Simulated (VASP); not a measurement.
The system is HfSnSe4.

```xyz
6
Lattice="4.5780 0.0000 0.0000 0.0000 4.5780 0.0000 0.0000 0.0000 6.5704" Properties=species:S:1:pos:R:3 pbc="T T T"
Hf    0.0000    0.0000    0.0000
Sn    2.2890    2.2890    3.2852
Se    2.2890    0.0000    4.8218
Se    0.0000    2.2890    1.7485
Se    2.2890    0.0000    1.7485
Se    0.0000    2.2890    4.8218
```

- Program: VASP 6.6.1
- Task: relaxation of cell and atoms
- Functional: PBE
- Potentials or basis: VASP PAW PBE potentials, release 64 (Hf_pv, Sn_d, Se)
- Cutoff: 600 eV
- k mesh: 4 × 4 × 4
- Occupations: gaussian, width 0.1 eV
- Spin: no spin polarisation

At the start: pressure 6.4 GPa; volume 22.95 Å³/atom.

Problem. How do energy, volume and symmetry change on relaxing?

Solution. Over 8 steps the energy falls by 198.5 meV/atom and the volume is 25.06 Å³/atom (+9.2 %); space group P4/mmm (No. 123, to 0.05 Å).

The path:
```csv
step,energy change (eV),largest force (eV/Å),pressure (GPa),volume (Å³)
1,0.0000,2.2179,6.36,137.70
2,-0.7818,1.0795,-3.56,156.65
3,-0.7819,1.0775,-3.58,156.71
4,-1.1316,0.4297,-0.57,149.98
5,-1.1704,0.1476,1.21,147.08
6,-1.1900,0.0040,0.07,150.09
7,-1.1900,0.0040,0.00,150.27
8,-1.1913,0.0051,-0.02,150.37
```

Final structure:
```
Hf Sn Se
1.0
     4.72195    0.00000    0.00000
     0.00000    4.72195    0.00000
     0.00000    0.00000    6.74403
Hf Sn Se
1 1 4
Direct
  0.00000 0.00000 0.00000
  0.50000 0.50000 0.50000
  0.50000 0.00000 0.77236
  0.00000 0.50000 0.22764
  0.50000 0.00000 0.22764
  0.00000 0.50000 0.77236
```
